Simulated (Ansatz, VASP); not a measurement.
# One calculation of Y2ScAs3, two programs

```xyz
6
Lattice="2.9172 1.6842 5.9930 -2.9172 1.6842 5.9930 0.0000 -3.3685 5.9930" Properties=species:S:1:pos:R:3 pbc="T T T"
Y     0.0000    0.0000   14.1802
Y     0.0000    0.0000    3.7987
Sc    0.0000    0.0000    0.0000
As    0.0000    1.6842    5.9930
As   -1.4586   -0.8421    5.9930
As    1.4586   -0.8421    5.9930
```

Alike in both runs: functional PBE; k mesh 3 × 3 × 3; occupations gaussian, width 0.1 eV; no spin polarisation.

Ansatz relaxed the structure, and its values are those at the end. VASP's run is a single point on that final structure, the one shown.

```csv
,VASP,Ansatz
version,VASP 6.6.1,Ansatz 0.2.0
potentials or method,"VASP PAW PBE potentials, release 64 (Y_sv, Sc_sv, As), cutoff 520 eV","scalar-relativistic, plane waves, PAW"
valence electrons in the cell,48,78
```

VASP gave:

```
gap on the k mesh at the Fermi level (eV) : none
pressure (GPa)                            : 0.1
rms of the force components (eV/Å)        : 0.008
```

Task: Which values does Ansatz return?

Result: gap on the k mesh at the Fermi level (eV): none; pressure (GPa): 0.1; rms of the force components (eV/Å): 0.004.

A gap of «none» marks a metal or a gap that the smearing closes. VASP's potentials hold 48 valence electrons a cell and Ansatz's 78, so a difference there can come from the potentials and not from the codes.

The k mesh is coarse, so the values compare programs but aren't converged.
